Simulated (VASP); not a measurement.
# Pt (P6_3/mmc) in VASP: notebook

Runs on Pt. Level: r2SCAN. Tasks: single point.

Everything below comes from runs of VASP 6.6.1. Logs are shortened: lines on timing, memory, paths and dates and some standing lists are left out, and cuts for length are marked.

## 1. The cell of the first run

Symmetry: P6_3/mmc, No. 194, hexagonal system. Conventional cell: a = 2.743 Å, b = 2.743 Å, c = 4.726 Å, α = 90.00°, β = 90.00°, γ = 120.00°. Pt (site symmetry -6m2) has 12 Pt at 2.74 to 2.84 Å within 3.6 Å.

## 2. Single point, r2SCAN

POSCAR

```
Pt
1.0
    2.7431296863      0.0000000000      0.0000000000
   -1.3715648432      2.3756199942      0.0000000000
    0.0000000000      0.0000000000      4.7255874889
Pt
2
Direct
    0.3333333333      0.6666666667      0.2500000000
    0.6666666667      0.3333333333      0.7500000000
```

INCAR.step1

```
SYSTEM = Pt
PREC = Accurate ; ENCUT = 550
ISMEAR = -1 ; SIGMA = 0.05
LREAL = .FALSE. ; LASPH = .TRUE.
NELM = 120 ; NBANDS = 25
GGA = PE ; ALGO = Normal
EDIFF = 1E-5 ; LWAVE = .TRUE.
LCHARG = .FALSE. ; GGA_COMPAT = .FALSE.
```

INCAR.step2

```
SYSTEM = Pt
PREC = Accurate ; ENCUT = 550
EDIFF = 1E-6 ; ISMEAR = -1
SIGMA = 0.05 ; LREAL = .FALSE.
LASPH = .TRUE. ; NELM = 120
ALGO = Normal ; ISIF = 2
LWAVE = .FALSE. ; LCHARG = .TRUE.
METAGGA = R2SCAN ; LMIXTAU = .TRUE.
LELF = .TRUE. ; LVHAR = .TRUE.
NBANDS = 25 ; ISTART = 1
GGA_COMPAT = .FALSE.
```

KPOINTS

```
Automatic mesh
0
G
  8 8 5
  0 0 0
```

Potentials or basis: VASP PAW PBE potentials, release 64 (Pt_sv_GW).

Command:

```console
> cat potpaw_PBE.64/Pt_sv_GW/POTCAR > POTCAR
> cp INCAR.step1 INCAR
> mpirun -np 1 vasp_std > vasp.out
> cp INCAR.step2 INCAR
> mpirun -np 1 vasp_std > vasp.out
```

OUTCAR:

```text
SYSTEM = Pt
   PREC = Accurate
   ENCUT = 550
   EDIFF = 1E-6
   ISMEAR = -1
   LREAL = .FALSE.
   LASPH = .TRUE.
   NELM = 120
   ISIF = 2
   METAGGA = R2SCAN
   ISTART = 1

 ion  position               nearest neighbor table
   1  0.333  0.667  0.250-   2 2.84   2 2.84   2 2.84   2 2.84   2 2.84   2 2.84
   2  0.667  0.333  0.750-   1 2.84   1 2.84   1 2.84   1 2.84   1 2.84   1 2.84

  LATTYP: Found a hexagonal cell.
 ALAT       =     2.7431296863
 C/A-ratio  =     1.7226992630

  Lattice vectors:

 A1 = (   2.7431296863,   0.0000000000,   0.0000000000)
 A2 = (  -1.3715648432,   2.3756199942,   0.0000000000)
 A3 = (   0.0000000000,   0.0000000000,   4.7255874889)

Analysis of symmetry for initial positions (statically):
=====================================================================
 Subroutine PRICEL returns:
 Original cell was already a primitive cell.

 Routine SETGRP: Setting up the symmetry group for a
 hexagonal supercell.

 Subroutine GETGRP returns: Found 24 space group operations
 (whereof 12 operations were pure point group operations)
 out of a pool of 24 trial point group operations.

The static configuration has the point symmetry D_3d.
 The point group associated with its full space group is D_6h.

Analysis of symmetry for dynamics (positions and initial velocities):
=====================================================================
 Subroutine PRICEL returns:
 Original cell was already a primitive cell.

 Routine SETGRP: Setting up the symmetry group for a
 hexagonal supercell.

 Subroutine GETGRP returns: Found 24 space group operations
 (whereof 12 operations were pure point group operations)
 out of a pool of 24 trial point group operations.

The dynamic configuration has the point symmetry D_3d.
 The point group associated with its full space group is D_6h.

 Subroutine INISYM returns: Found 24 space group operations
 (whereof 12 operations are pure point group operations),
 and found     1 'primitive' translations

----------------------------------------------------------------------------------------

[... 82 lines left out ...]
 SYSTEM =  Pt
   PREC   = accura    normal or accurate (medium, high low for compatibility)
   ISTART =      1    job   : 0-new  1-cont  2-samecut
   ICHARG =      0    charge: 1-file 2-atom 10-const
   ISPIN  =      1    spin polarized calculation?
   LNONCOLLINEAR =      F non collinear calculations
   LSORBIT =      F    spin-orbit coupling
   LASPH  =      T    aspherical Exc in radial PAW
   ENCUT  =  550.0 eV  40.42 Ry    6.36 a.u.   5.25  5.25  9.04*2*pi/ulx,y,z
   NELM   =    120;   NELMIN=  2; NELMDL=  0     # of ELM steps
   EDIFF  = 0.1E-05   stopping-criterion for ELM
   LREAL  =      F    real-space projection
   EDIFFG = 0.1E-04   stopping-criterion for IOM
   NSW    =      0    number of steps for IOM
   IBRION =     -1    ionic relax: 0-MD 1-quasi-New 2-CG
   NFREE  =      0    steps in history (QN), initial steepest desc. (CG)
   ISIF   =      2    stress and relaxation
   ISYM   =      2    0-nonsym 1-usesym 2-fastsym
   POTIM  = 0.5000    time-step for ionic-motion
   TEBEG  =    0.0;   TEEND  =   0.0 temperature during run
   PSTRESS=    0.0 pullay stress
   NELECT =      36.0000    total number of electrons
   NUPDOWN=      -1.0000    fix difference up-down
   EMIN   =  10.00;   EMAX   =-10.00  energy-range for DOS
   EFERMI =   0.00;   METHOD = LEGACY
   ISMEAR =    -1;   SIGMA  =   0.05  broadening in eV -4-tet -1-fermi 0-gaus
   EFERMI_NEDOS =   21; number of points for ismear=-14 and -15
   IALGO  =     38    algorithm
   IMIX   =      4    mixing-type and parameters
     AMIX     =   0.40;   BMIX     =  1.00
     AMIX_MAG =   1.60;   BMIX_MAG =  1.00
  volume/ion in A,a.u.               =      15.40       103.91
  Fermi-wavevector in a.u.,A,eV,Ry     =   1.724577  3.258978 40.465989  2.974166
  Thomas-Fermi vector in A             =   2.800240
   LORBIT       =      0    0 simple, 1 ext, 2 COOP (PROOUT), +10 PAW based schemes
   METAGGA = R2SCAN    functional components
   LHFCALC =     F    Hartree Fock is set to
   AEXX    =    0.0000 exact exchange contribution
   IVDW    =     0    specifies the selected vdW correction
   LEPSILON=     F    determine dielectric tensor
   LRPA    =     F    only Hartree local field effects (RPA)
 non-spin polarized calculation
  energy-cutoff  :      550.00
  volume of cell :       30.79
 maximum number of plane-waves:       914
 NGX is ok and might be reduce to    24
   NGX = 11   NGY = 11   NGZ = 19

 number of electron      36.0000003 magnetization

 Free energy of the ion-electron system (eV)
  ---------------------------------------------------
  ext. energy  EPLUGINS =         0.00000000
  ---------------------------------------------------
  free energy    TOTEN  =      -102.69405237 eV

  energy without entropy =     -102.67029115  energy(sigma->0) =     -102.68217176

 E-fermi :  10.0348     XC(G=0): -15.1104

 val. band max:       10.0036172169   @ k =   0.2500   0.0000   0.0000
 cond. band min:      10.0417959403   @ k =   0.3750   0.2500   0.4000
 fundamental gap:      0.0381787234
 Fermi energy:        10.0347728725

 k-point     1 :       0.0000    0.0000    0.0000
  band No.  band energies     occupation
      1     -90.4670      2.00000
      2     -90.4411      2.00000
      3     -44.1924      2.00000
      4     -43.9219      2.00000
      5     -43.9219      2.00000
      6     -43.8721      2.00000
[... 661 lines left out ...]
     24      26.1059      0.00000
     25      26.6251      0.00000

 [... further k-points ...]

------------------------ aborting loop because EDIFF is reached ----------------------------------------

  FORCE on cell =-STRESS in cart. coord.  units (eV):
  Direction    XX          YY          ZZ          XY          YZ          ZX
  --------------------------------------------------------------------------------------
  -------------------------------------------------------------------------------------
  Total       -0.4072782     -0.4072782     -0.3797889      0.0000000      0.0000000      0.0000000
  in kB      -21.1895941    -21.1895941    -19.7594007      0.0000000      0.0000000      0.0000000
  external PRESSURE =     -20.7128629 kB  Pullay stress =       0.0000000 kB

 VOLUME and BASIS-vectors are now :
 -----------------------------------------------------------------------------
  energy-cutoff  :      550.00
  volume of cell :       30.79
      direct lattice vectors                 reciprocal lattice vectors
     2.743129686  0.000000000  0.000000000     0.364547110  0.210471372  0.000000000
    -1.371564843  2.375619994  0.000000000     0.000000000  0.420942744  0.000000000
     0.000000000  0.000000000  4.725587489     0.000000000  0.000000000  0.211613900

 POSITION                                       TOTAL-FORCE (eV/Angst)
 -----------------------------------------------------------------------------------
     -0.00000      1.58375      1.18140        -0.000000      0.000000      0.000000
      1.37156      0.79187      3.54419         0.000000     -0.000000      0.000000
 -----------------------------------------------------------------------------------
    total drift:                               -0.000000      0.000000     -0.000000

  FREE ENERGIE OF THE ION-ELECTRON SYSTEM (eV)
  ---------------------------------------------------
  free  energy   TOTEN  =      -102.6940523736 eV

  energy  without entropy=     -102.6702911519  energy(sigma->0) =     -102.68217176
```

OSZICAR.step1:

```text
N       E                     dE             d eps       ncg     rms          rms(c)
DAV:   1     0.440547592957E+03    0.44055E+03   -0.28057E+04  1636   0.167E+03
DAV:   2     0.146473086740E+01   -0.43908E+03   -0.42904E+03  1743   0.607E+02
DAV:   3    -0.138994870017E+02   -0.15364E+02   -0.15218E+02  1750   0.109E+02
DAV:   4    -0.140034091903E+02   -0.10392E+00   -0.10382E+00  1755   0.931E+00
DAV:   5    -0.140039688321E+02   -0.55964E-03   -0.55956E-03  1750   0.654E-01    0.896E+01
DAV:   6    -0.121120776506E+02    0.18919E+01   -0.36522E+00  1586   0.157E+01    0.480E+01
DAV:   7    -0.120447403489E+02    0.67337E-01   -0.77361E-01  1796   0.645E+00    0.787E+00
DAV:   8    -0.120100905847E+02    0.34650E-01   -0.14861E-01  1597   0.360E+00    0.681E-01
DAV:   9    -0.120099525467E+02    0.13804E-03   -0.27116E-03  1648   0.513E-01    0.306E-01
DAV:  10    -0.120099010272E+02    0.51520E-04   -0.75436E-05  1786   0.103E-01    0.164E-01
DAV:  11    -0.120099069741E+02   -0.59469E-05   -0.14093E-05   995   0.333E-02
   1 F= -.12009907E+02 E0= -.11996906E+02  d E =-.260021E-01
```

Wall time 41 s (1 thread of Intel Xeon 6975P-C (Granite Rapids), shared host); peak memory 0.17 GiB.

Results:

- Free energy: -102.6941 eV
- Pressure: -2.1 GPa
- Band gap on the k mesh: zero (band 18 reaches 10.59 eV, above the bottom of band 19 at 9.32 eV)

Stress tensor (GPa, compression positive):
```
-2.12  0.00  0.00
 0.00 -2.12  0.00
 0.00  0.00 -1.98
```

Caveat: the PAW data sets were made with another functional, which shifts forces and pressure a little; spin-orbit coupling is left out, which moves the levels of the heavy elements.

## 3. Single point, r2SCAN

This run uses another cell than the first one, of 14.45 Å³/atom, 0.938 times its volume.

POSCAR

```
Pt
1.0
    2.6936349402      0.0000000000      0.0000000000
   -1.3468174701      2.3327562867      0.0000000000
    0.0000000000      0.0000000000      4.5976996247
Pt
2
Direct
    0.3333333333      0.6666666667      0.2500000000
    0.6666666667      0.3333333333      0.7500000000
```

INCAR.step1

```
PREC = Accurate ; ENCUT = 550
ISMEAR = -1 ; SIGMA = 0.05
LREAL = F ; LASPH = T
NELM = 120 ; NBANDS = 25
GGA = PE ; ALGO = Normal
EDIFF = 1E-5 ; LWAVE = T
LCHARG = F ; GGA_COMPAT = F
```

INCAR.step2

```
PREC = Accurate ; ENCUT = 550
EDIFF = 1E-6 ; ISMEAR = -1
SIGMA = 0.05 ; LREAL = F
LASPH = T ; NELM = 120
ALGO = Normal ; ISIF = 2
LWAVE = F ; LCHARG = F
METAGGA = R2SCAN ; LMIXTAU = T
NBANDS = 25 ; ISTART = 1
GGA_COMPAT = F
```

KPOINTS

```
Automatic mesh
0
Gamma
  8 8 5
```

Potentials or basis: VASP PAW PBE potentials, release 64 (Pt_sv_GW).

Command:

```console
> cat potpaw_PBE.64/Pt_sv_GW/POTCAR > POTCAR
> cp INCAR.step1 INCAR
> mpirun -np 1 vasp_std > vasp.out
> cp INCAR.step2 INCAR
> mpirun -np 1 vasp_std > vasp.out
```

It used 180 s of CPU time on 1 thread of AMD EPYC 7R13 Processor (Zen 3), with other jobs on the host.

Results (log left out):

```
Free energy            : -102.5835 eV
Pressure               : 17.8 GPa
Band gap on the k mesh : zero (band 18 reaches 11.82 eV, above the bottom of band 19 at 10.44 eV)
```

Levels at points of the mesh, in eV from the Fermi level:
```tsv
k point	band 16	band 17	band 18	band 19	band 20	band 21
(0.00, 0.00, 0.00)	-2.30	-2.30	-0.74	-0.28	-0.28	5.88
(0.50, 0.00, 0.00)	0.07	0.33	0.60	2.65	4.32	8.29
```

Caveat: the PAW data sets were made with another functional, which shifts forces and pressure a little; spin-orbit coupling is left out, which moves the levels of the heavy elements.
